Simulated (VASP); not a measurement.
Here is a VASP 6.6.1 calculation.

Contents of INCAR:

```
ALGO     = Fast           # electronic algorithm
EDIFF    = 1E-7           # SCF threshold, eV
ENCUT    = 520            # plane-wave cutoff, eV
GGA      = PS             # functional
ISIF     = 2              # what is computed and relaxed
ISMEAR   = 0              # smearing method
LASPH    = T              # aspherical terms in the spheres
LCHARG   = F              # write CHGCAR
LREAL    = F              # projectors in reciprocal space
LWAVE    = F              # write WAVECAR
NBANDS   = 24             # bands
NELM     = 60             # most SCF steps
PREC     = Accurate       # precision mode
SIGMA    = 0.1            # smearing width, eV
```

Contents of KPOINTS:

```
k-points
0
Gamma
  8 8 8
```

POSCAR

```
AlNi3
1.0
    0.0000000000      2.8018887551      2.8018887551
    2.8018887551      0.0000000000      2.8018887551
    2.8018887551      2.8018887551      0.0000000000
Al Ni
1 3
Direct
    0.5000000000      0.5000000000      0.5000000000
    0.2500000000      0.2500000000      0.2500000000
    0.0000000000      0.0000000000      0.0000000000
    0.7500000000      0.7500000000      0.7500000000
```

Potentials or basis: VASP PAW PBE potentials, release 64 (Al, Ni).

The run is started by

```console
$ cat potpaw_PBE.64/Al/POTCAR potpaw_PBE.64/Ni/POTCAR > POTCAR
$ mpirun -np 1 vasp_std > vasp.out
```

(1) Estimate the band gap on the k mesh.

(2) Estimate the pressure.

## Answers

(1) zero (an odd number of electrons rules out a gap without spin polarisation).

(2) -0.7 GPa.

Caveat: the PAW data sets were made with another functional, which shifts forces and pressure a little.
